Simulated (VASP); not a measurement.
## Ca2F: single point with r2SCAN

Ca2F:

```xyz
3
Lattice="5.8263 0.0000 0.0000 -2.9131 5.0457 0.0000 0.0000 0.0000 3.4839" Properties=species:S:1:pos:R:3 pbc="T T T"
Ca    0.0000    3.3638    1.7419
Ca    2.9131    1.6819    1.7419
F     0.0000    0.0000    0.0000
```

```yaml
Program: VASP 6.6.1
Task: single point
Functional: r2SCAN
Potentials_or_basis: VASP PAW PBE potentials, release 64 (Ca_sv, F)
Cutoff: 520 eV
k_mesh: 12 × 12 × 14
Occupations: gaussian, width 0.1 eV
Spin: no spin polarisation
Dipole_correction: no
Further_INCAR_settings: ALGO = Normal; EDIFF = 1e-06; NBANDS = 20
```

The pressure is 0.0 GPa. The band gap on the k mesh is zero (an odd number of electrons rules out a gap without spin polarisation).

Levels at points of the mesh, in eV from the Fermi level:
| k point | band 11 | band 12 | band 13 | band 14 | band 15 | band 16 |
| --- | --- | --- | --- | --- | --- | --- |
| (0.00, 0.00, 0.00) | -3.21 | -3.21 | -2.57 | 0.61 | 0.65 | 0.65 |
| (0.50, 0.00, 0.00) | -3.22 | -2.57 | -1.48 | -1.38 | 0.63 | 0.88 |
| (0.00, 0.00, 0.50) | -3.01 | -3.01 | 0.05 | 0.10 | 0.34 | 0.34 |
| (0.50, 0.00, 0.50) | -3.12 | -3.07 | -0.02 | 0.34 | 0.56 | 0.60 |

Run time: 14 min on 1 thread of Oxide Virtual Turin-like Processor (shared host), peak memory 0.42 GiB.

Caveat: the PAW data sets were made with another functional, which shifts forces and pressure a little; an odd number of electrons without spin polarisation forces a metal; a magnetic or distorted state may lie lower.
